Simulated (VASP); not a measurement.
# MoS2 (P6_3/mmc) in VASP: further runs

MoS2 is run at these levels: PBEsol; tasks: single point.

All numbers are computed with VASP 6.6.1; they aren't measurements. Logs are shortened: lines on timing, memory, paths and dates and some standing lists are left out, and cuts for length are marked.

**Experimental background.**

“Multiwavelength excitation Raman Scattering Analysis of bulk and 2 dimensional MoS2: Vibrational properties of atomically thin MoS2 layers”, 2015, arxiv:1506.03228 reports, for a bulk crystal of MoS2 at 300 K: band gap 1.3 eV (indirect).

How close the calculation comes is told below.

## Step 1: The cell of the first run

The structure is hexagonal, space group P6_3/mmc (No. 194). Conventional cell: a = 3.141 Å, b = 3.141 Å, c = 12.523 Å, α = 90.00°, β = 90.00°, γ = 120.00°. Mo (site symmetry -6m2) has 6 S at 2.39 Å and 6 Mo at 3.14 Å within 3.2 Å. Within 3.2 Å of S (site symmetry 3m) lie 3 Mo at 2.39 Å and 7 S at 3.12 to 3.14 Å.

## Step 2: Single point, PBEsol

Contents of INCAR:

```
  PREC = Accurate
  ENCUT = 520
  EDIFF = 1E-6
  ISMEAR = 0
  SIGMA = 0.1
  LREAL = False
  LASPH = True
  NELM = 100
  ALGO = Normal
  ISIF = 2
  LWAVE = False
  LCHARG = False
  GGA = PS
  NBANDS = 35
```

Contents of KPOINTS:

```
regular mesh
0
Gamma
  6 6 2
```

Contents of POSCAR:

```
MoS2
1.0
    3.1406367549      0.0000000000      0.0000000000
   -1.5703183775      2.7198712138      0.0000000000
    0.0000000000      0.0000000000     12.5226636386
Mo S
2 4
Direct
    0.3333333333      0.6666666667      0.2500000000
    0.6666666667      0.3333333333      0.7500000000
    0.3333333333      0.6666666667      0.6254538984
    0.6666666667      0.3333333333      0.1254538984
    0.3333333333      0.6666666667      0.8745461016
    0.6666666667      0.3333333333      0.3745461016
```

Potentials or basis: VASP PAW PBE potentials, release 64 (Mo_sv, S).

The run is started by

```
> cat potpaw_PBE.64/Mo_sv/POTCAR potpaw_PBE.64/S/POTCAR > POTCAR
> mpirun -np 1 vasp_std > vasp.out
```

OUTCAR:

```text
PREC = Accurate
   ENCUT = 520
   EDIFF = 1E-6
   ISMEAR = 0
   LREAL = False
   LASPH = True
   NELM = 100
   ISIF = 2
   GGA = PS

 ion  position               nearest neighbor table
   1  0.333  0.667  0.250-   4 2.39   6 2.39   4 2.39   6 2.39   4 2.39   6 2.39
   2  0.667  0.333  0.750-   3 2.39   5 2.39   3 2.39   5 2.39   3 2.39   5 2.39
   3  0.333  0.667  0.625-   2 2.39   2 2.39   2 2.39
   4  0.667  0.333  0.125-   1 2.39   1 2.39   1 2.39
   5  0.333  0.667  0.875-   2 2.39   2 2.39   2 2.39
   6  0.667  0.333  0.375-   1 2.39   1 2.39   1 2.39

  LATTYP: Found a hexagonal cell.
 ALAT       =     3.1406367549
 C/A-ratio  =     3.9873008615

  Lattice vectors:

 A1 = (   3.1406367549,   0.0000000000,   0.0000000000)
 A2 = (  -1.5703183775,   2.7198712138,   0.0000000000)
 A3 = (   0.0000000000,   0.0000000000,  12.5226636386)

Analysis of symmetry for initial positions (statically):
=====================================================================
 Subroutine PRICEL returns:
 Original cell was already a primitive cell.

 Routine SETGRP: Setting up the symmetry group for a
 hexagonal supercell.

 Subroutine GETGRP returns: Found 24 space group operations
 (whereof 12 operations were pure point group operations)
 out of a pool of 24 trial point group operations.

The static configuration has the point symmetry D_3d.
 The point group associated with its full space group is D_6h.

Analysis of symmetry for dynamics (positions and initial velocities):
=====================================================================
 Subroutine PRICEL returns:
 Original cell was already a primitive cell.

 Routine SETGRP: Setting up the symmetry group for a
 hexagonal supercell.

 Subroutine GETGRP returns: Found 24 space group operations
 (whereof 12 operations were pure point group operations)
 out of a pool of 24 trial point group operations.

The dynamic configuration has the point symmetry D_3d.
 The point group associated with its full space group is D_6h.

 Subroutine INISYM returns: Found 24 space group operations
 (whereof 12 operations are pure point group operations),
 and found     1 'primitive' translations

----------------------------------------------------------------------------------------

                                     Primitive cell

  volume of cell :     106.9702

  direct lattice vectors                    reciprocal lattice vectors
     3.140636755  0.000000000  0.000000000     0.318406768  0.183832233  0.000000000
    -1.570318378  2.719871214  0.000000000     0.000000000  0.367664467  0.000000000
     0.000000000  0.000000000 12.522663639     0.000000000  0.000000000  0.079855215

  length of vectors
     3.140636755  3.140636755 12.522663639     0.367664467  0.367664467  0.079855215

  position of ions in fractional coordinates (direct lattice)
     0.333333333  0.666666667  0.250000000
     0.666666667  0.333333333  0.750000000
     0.333333333  0.666666667  0.625453898
     0.666666667  0.333333333  0.125453898
     0.333333333  0.666666667  0.874546102
     0.666666667  0.333333333  0.374546102

  ion indices of the primitive-cell ions
   primitive index   ion index
                 1           1
                 2           2
                 3           3
                 4           4
                 5           5
                 6           6

----------------------------------------------------------------------------------------

 KPOINTS: regular mesh

Automatic generation of k-mesh.
 Grid dimensions read from file:
 generate k-points for:    6    6    2

 Generating k-lattice:

  Cartesian coordinates                     Fractional coordinates (reciprocal lattice)
     0.053067795  0.030638706  0.000000000     0.166666667  0.000000000  0.000000000
     0.000000000  0.061277411  0.000000000     0.000000000  0.166666667  0.000000000
     0.000000000  0.000000000  0.039927608     0.000000000  0.000000000  0.500000000

  Length of vectors
     0.061277411  0.061277411  0.039927608

  Shift w.r.t. Gamma in fractional coordinates (k-lattice)
     0.000000000  0.000000000  0.000000000

 Subroutine IBZKPT returns following result:
 ===========================================

 Found     14 irreducible k-points:

 Following reciprocal coordinates:
            Coordinates               Weight
  0.000000  0.000000  0.000000      1.000000
  0.166667 -0.000000  0.000000      6.000000
  0.333333  0.000000  0.000000      6.000000
  0.500000 -0.000000  0.000000      3.000000
  0.166667  0.166667  0.000000      6.000000
  0.333333  0.166667  0.000000     12.000000
  0.333333  0.333333  0.000000      2.000000
  0.000000  0.000000  0.500000      1.000000
  0.166667 -0.000000  0.500000      6.000000
  0.333333  0.000000  0.500000      6.000000
  0.500000 -0.000000  0.500000      3.000000
  0.166667  0.166667  0.500000      6.000000
  0.333333  0.166667  0.500000     12.000000
  0.333333  0.333333  0.500000      2.000000
   k-points           NKPTS =     14   k-points in BZ     NKDIM =     14   number of bands    NBANDS=     35
   number of dos      NEDOS =    301   number of ions     NIONS =      6
   total plane-waves  NPLWV =  55296
   dimension x,y,z NGX =    24 NGY =   24 NGZ =   96
   dimension x,y,z NGXF=    48 NGYF=   48 NGZF=  192
   ions per type =               2   4
   NGX,Y,Z   is equivalent  to a cutoff of  12.70, 12.70, 12.74 a.u.
   NGXF,Y,Z  is equivalent  to a cutoff of  25.41, 25.41, 25.49 a.u.
 SYSTEM =  unknown system
   PREC   = accura    normal or accurate (medium, high low for compatibility)
   ISTART =      0    job   : 0-new  1-cont  2-samecut
   ICHARG =      2    charge: 1-file 2-atom 10-const
   ISPIN  =      1    spin polarized calculation?
   LNONCOLLINEAR =      F non collinear calculations
   LSORBIT =      F    spin-orbit coupling
   LASPH  =      T    aspherical Exc in radial PAW
   ENCUT  =  520.0 eV  38.22 Ry    6.18 a.u.   5.84  5.84 23.28*2*pi/ulx,y,z
   NELM   =    100;   NELMIN=  2; NELMDL= -5     # of ELM steps
   EDIFF  = 0.1E-05   stopping-criterion for ELM
   LREAL  =      F    real-space projection
   EDIFFG = 0.1E-04   stopping-criterion for IOM
   NSW    =      0    number of steps for IOM
   IBRION =     -1    ionic relax: 0-MD 1-quasi-New 2-CG
   NFREE  =      0    steps in history (QN), initial steepest desc. (CG)
   ISIF   =      2    stress and relaxation
   ISYM   =      2    0-nonsym 1-usesym 2-fastsym
   POTIM  = 0.5000    time-step for ionic-motion
   TEBEG  =    0.0;   TEEND  =   0.0 temperature during run
   PSTRESS=    0.0 pullay stress
   NELECT =      52.0000    total number of electrons
   NUPDOWN=      -1.0000    fix difference up-down
   EMIN   =  10.00;   EMAX   =-10.00  energy-range for DOS
   EFERMI =   0.00;   METHOD = LEGACY
   ISMEAR =     0;   SIGMA  =   0.10  broadening in eV -4-tet -1-fermi 0-gaus
   EFERMI_NEDOS =   21; number of points for ismear=-14 and -15
   IALGO  =     38    algorithm
   IMIX   =      4    mixing-type and parameters
     AMIX     =   0.40;   BMIX     =  1.00
     AMIX_MAG =   1.60;   BMIX_MAG =  1.00
  volume/ion in A,a.u.               =      17.83       120.31
  Fermi-wavevector in a.u.,A,eV,Ry     =   1.287227  2.432506 22.544207  1.656952
  Thomas-Fermi vector in A             =   2.419254
   LORBIT       =      0    0 simple, 1 ext, 2 COOP (PROOUT), +10 PAW based schemes
   GGA     = PS    functional components
   LHFCALC =     F    Hartree Fock is set to
   AEXX    =    0.0000 exact exchange contribution
   IVDW    =     0    specifies the selected vdW correction
   LEPSILON=     F    determine dielectric tensor
   LRPA    =     F    only Hartree local field effects (RPA)
 non-spin polarized calculation
 Gauss-broadening in eV      SIGMA  =   0.10
  energy-cutoff  :      520.00
  volume of cell :      106.97
 maximum number of plane-waves:      2904
 NGX is ok and might be reduce to    24
   NGX = 11   NGY = 11   NGZ = 47

 number of electron      52.0000004 magnetization

 Free energy of the ion-electron system (eV)
  ---------------------------------------------------
  ext. energy  EPLUGINS =         0.00000000
  ---------------------------------------------------
  free energy    TOTEN  =       -46.90454223 eV

  energy without entropy =      -46.90454223  energy(sigma->0) =      -46.90454223

 E-fermi :   7.8160     XC(G=0): -10.9602

 val. band max:        7.3378866142   @ k =   0.0000   0.0000   0.0000
 cond. band min:       8.3094431030   @ k =   0.1667   0.1667   0.0000
 fundamental gap:      0.9715564888
 Fermi energy:         7.8159586832

 k-point     1 :       0.0000    0.0000    0.0000
  band No.  band energies     occupation
      1     -53.9577      2.00000
      2     -53.9577      2.00000
      3     -28.1720      2.00000
      4     -28.1719      2.00000
      5     -27.9049      2.00000
      6     -27.9049      2.00000
[... 27 lines left out ...]
     34       9.9635      0.00000
     35      13.0377      0.00000

 k-point     2 :       0.1667   -0.0000    0.0000
  band No.  band energies     occupation
      1     -53.9464      2.00000
      2     -53.9464      2.00000
      3     -28.1499      2.00000
      4     -28.1499      2.00000
      5     -28.0157      2.00000
      6     -28.0157      2.00000
[... 27 lines left out ...]
     34      10.3022      0.00000
     35      14.5272      0.00000

 k-point     3 :       0.3333    0.0000    0.0000
  band No.  band energies     occupation
      1     -53.9237      2.00000
      2     -53.9237      2.00000
      3     -28.2318      2.00000
      4     -28.2318      2.00000
      5     -28.1056      2.00000
      6     -28.1056      2.00000
[... 27 lines left out ...]
     34      11.1320      0.00000
     35      14.1272      0.00000

 k-point     4 :       0.5000   -0.0000    0.0000
  band No.  band energies     occupation
      1     -53.9123      2.00000
      2     -53.9123      2.00000
      3     -28.3372      2.00000
      4     -28.3372      2.00000
      5     -28.0834      2.00000
      6     -28.0833      2.00000
[... 27 lines left out ...]
     34      11.3873      0.00000
     35      12.7327      0.00000

 k-point     5 :       0.1667    0.1667    0.0000
  band No.  band energies     occupation
      1     -53.9294      2.00000
      2     -53.9294      2.00000
      3     -28.1580      2.00000
      4     -28.1580      2.00000
      5     -28.1168      2.00000
      6     -28.1167      2.00000
[... 258 lines left out ...]
 k-point    12 :       0.1667    0.1667    0.5000
  band No.  band energies     occupation
      1     -53.9294      2.00000
      2     -53.9294      2.00000
      3     -28.1580      2.00000
      4     -28.1580      2.00000
      5     -28.1167      2.00000
      6     -28.1167      2.00000
[... 27 lines left out ...]
     34      11.1308      0.00000
     35      15.3698      0.00000

 k-point    13 :       0.3333    0.1667    0.5000
  band No.  band energies     occupation
      1     -53.9123      2.00000
      2     -53.9123      2.00000
      3     -28.2834      2.00000
      4     -28.2834      2.00000
      5     -28.0834      2.00000
      6     -28.0834      2.00000
[... 27 lines left out ...]
     34      11.3375      0.00000
     35      13.9529      0.00000

 k-point    14 :       0.3333    0.3333    0.5000
  band No.  band energies     occupation
      1     -53.9066      2.00000
      2     -53.9066      2.00000
      3     -28.2308      2.00000
      4     -28.2308      2.00000
      5     -28.1811      2.00000
      6     -28.1811      2.00000
[... 27 lines left out ...]
     34      11.7774      0.00000
     35      14.0966      0.00000

------------------------ aborting loop because EDIFF is reached ----------------------------------------

  FORCE on cell =-STRESS in cart. coord.  units (eV):
  Direction    XX          YY          ZZ          XY          YZ          ZX
  --------------------------------------------------------------------------------------
  -------------------------------------------------------------------------------------
  Total        0.0279059      0.0279059     -0.0147848     -0.0000000      0.0000000     -0.0000000
  in kB        0.4179693      0.4179693     -0.2214436     -0.0000000      0.0000000     -0.0000000
  external PRESSURE =       0.2048317 kB  Pullay stress =       0.0000000 kB

 VOLUME and BASIS-vectors are now :
 -----------------------------------------------------------------------------
  energy-cutoff  :      520.00
  volume of cell :      106.97
      direct lattice vectors                 reciprocal lattice vectors
     3.140636755  0.000000000  0.000000000     0.318406768  0.183832233  0.000000000
    -1.570318378  2.719871214  0.000000000     0.000000000  0.367664467  0.000000000
     0.000000000  0.000000000 12.522663639     0.000000000  0.000000000  0.079855215

 POSITION                                       TOTAL-FORCE (eV/Angst)
 -----------------------------------------------------------------------------------
     -0.00000      1.81325      3.13067        -0.000000     -0.000000      0.000000
      1.57032      0.90662      9.39200         0.000000     -0.000000      0.000000
     -0.00000      1.81325      7.83235         0.000000      0.000000      0.005233
      1.57032      0.90662      1.57102        -0.000000      0.000000      0.005233
     -0.00000      1.81325     10.95165         0.000000     -0.000000     -0.005233
      1.57032      0.90662      4.69031        -0.000000      0.000000     -0.005233
 -----------------------------------------------------------------------------------
    total drift:                               -0.000000      0.000000     -0.000000

  FREE ENERGIE OF THE ION-ELECTRON SYSTEM (eV)
  ---------------------------------------------------
  free  energy   TOTEN  =       -46.9045422256 eV

  energy  without entropy=      -46.9045422256  energy(sigma->0) =      -46.90454223
```

Wall time 39 s (1 thread of Intel Xeon Platinum 8259CL at 2.50GHz (Skylake/Cascade Lake), shared host); peak memory 0.23 GiB.

What came out:

```
Free energy            : -46.9045 eV
Pressure               : 0.0 GPa
Largest force          : 0.005 eV/Å
Band gap on the k mesh : 0.97 eV, indirect (least direct gap 1.74 eV)
```

Forces on the atoms (eV/Å):
```
Mo   0.000  0.000  0.000
Mo   0.000  0.000  0.000
S    0.000  0.000  0.005
S    0.000  0.000  0.005
S    0.000  0.000 -0.005
S    0.000  0.000 -0.005
```

Caveat: the PAW data sets were made with another functional, which shifts forces and pressure a little; this functional lacks dispersion, which binds the layers, so the pressure and a relaxed spacing across them are unreliable.

## Step 3: Single point, PBEsol, collinear spin, ferromagnetic start

This run uses another cell than the first one, of 17.73 Å³/atom, 0.995 times its volume.

Contents of INCAR:

```
PREC = Accurate
ENCUT = 500
EDIFF = 1E-6
ISMEAR = 0
SIGMA = 0.1
LREAL = False
LASPH = True
NELM = 200
ALGO = Normal
ISIF = 2
LWAVE = False
LCHARG = True
ISPIN = 2
MAGMOM = 1 1 0 0 0 0
LORBIT = 11
LMAXMIX = 4
GGA = PS
LELF = True
LVHAR = True
NBANDS = 39
GGA_COMPAT = False
```

Contents of KPOINTS:

```
Automatic mesh
0
Gamma
  6 6 2
```

Contents of POSCAR:

```
MoS2
1.0
    3.1610016016      0.0000000000      0.0000000000
   -1.5805008008      2.7375076884      0.0000000000
    0.0000000000      0.0000000000     12.2950000000
Mo S
2 4
Direct
    0.3333333333      0.6666666667      0.2500000000
    0.6666666667      0.3333333333      0.7500000000
    0.3333333333      0.6666666667      0.6275000000
    0.6666666667      0.3333333333      0.1275000000
    0.3333333333      0.6666666667      0.8725000000
    0.6666666667      0.3333333333      0.3725000000
```

Potentials or basis: VASP PAW PBE potentials, release 64 (Mo_sv, S).

The run is started by

```
> cat potpaw_PBE.64/Mo_sv/POTCAR potpaw_PBE.64/S/POTCAR > POTCAR
> mpirun -np 1 vasp_std > vasp.out
```

Wall time 96 s (1 thread of Intel Xeon 6975P-C, shared host); peak memory 0.29 GiB.

It converged, with:

* Free energy: -46.8099 eV
* Pressure: 3.8 GPa
* Largest force: 0.943 eV/Å
* Band gap on the k mesh: 0.71 eV, indirect (least direct gap 1.58 eV)
* Net moment: 0.00 μB per cell
* Valence electrons inside the program's atomic spheres: Mo 12.59; S 3.70

Forces in eV/Å, atoms in the order of the input:
```
Mo   0.000  0.000  0.000
Mo   0.000  0.000  0.000
S    0.000  0.000 -0.943
S    0.000  0.000 -0.943
S    0.000  0.000  0.943
S    0.000  0.000  0.943
```

Stress tensor (GPa, compression positive):
```
1.39 0.00 0.00
0.00 1.39 0.00
0.00 0.00 8.74
```

Levels at points of the mesh, in eV from the valence-band top:
Spin up:
| k point | band 22 | band 23 | band 24 | band 25 | band 26 | band 27 | band 28 | band 29 | band 30 | band 31 |
| --- | --- | --- | --- | --- | --- | --- | --- | --- | --- | --- |
| (0.00, 0.00, 0.00) | -2.56 | -2.56 | -1.31 | -1.16 | 0.00 | 1.99 | 1.99 | 2.00 | 2.00 | 2.34 |
| (0.50, 0.00, 0.00) | -2.54 | -2.03 | -1.88 | -1.61 | -1.47 | 1.40 | 1.44 | 1.89 | 2.10 | 2.86 |
| (0.00, 0.00, 0.50) | -2.58 | -2.58 | -2.58 | -0.29 | -0.29 | 1.99 | 1.99 | 1.99 | 1.99 | 2.41 |
| (0.50, 0.00, 0.50) | -2.67 | -1.96 | -1.96 | -1.53 | -1.53 | 1.42 | 1.42 | 2.00 | 2.00 | 3.18 |
Spin down:
```
           k point  band 23  band 24  band 25  band 26  band 27  band 28  band 29  band 30
(0.00, 0.00, 0.00)    -2.56    -1.31    -1.16     0.00     1.99     1.99     2.00     2.00
(0.50, 0.00, 0.00)    -2.03    -1.88    -1.61    -1.47     1.40     1.44     1.89     2.10
(0.00, 0.00, 0.50)    -2.58    -2.58    -0.29    -0.29     1.99     1.99     1.99     1.99
(0.50, 0.00, 0.50)    -1.96    -1.96    -1.53    -1.53     1.42     1.42     2.00     2.00
```

Caveat: the PAW data sets were made with another functional, which shifts forces and pressure a little; this functional lacks dispersion, which binds the layers, so the pressure and a relaxed spacing across them are unreliable.

## Step 4: Against experiment

Step 2. Measured gap of MoS2: 1.3 eV (indirect; 300 K; “Multiwavelength excitation Raman Scattering Analysis of bulk and 2 dimensional MoS2: Vibrational properties of atomically thin MoS2 layers”, 2015, arxiv:1506.03228). This calculation gives 0.97 eV (-0.33 eV). Spin-orbit coupling on Mo is left out. The value is that of PBEsol on a finite k mesh, which can miss the band edges, without temperature or zero-point motion. Semilocal functionals fall short of measured gaps as a rule.
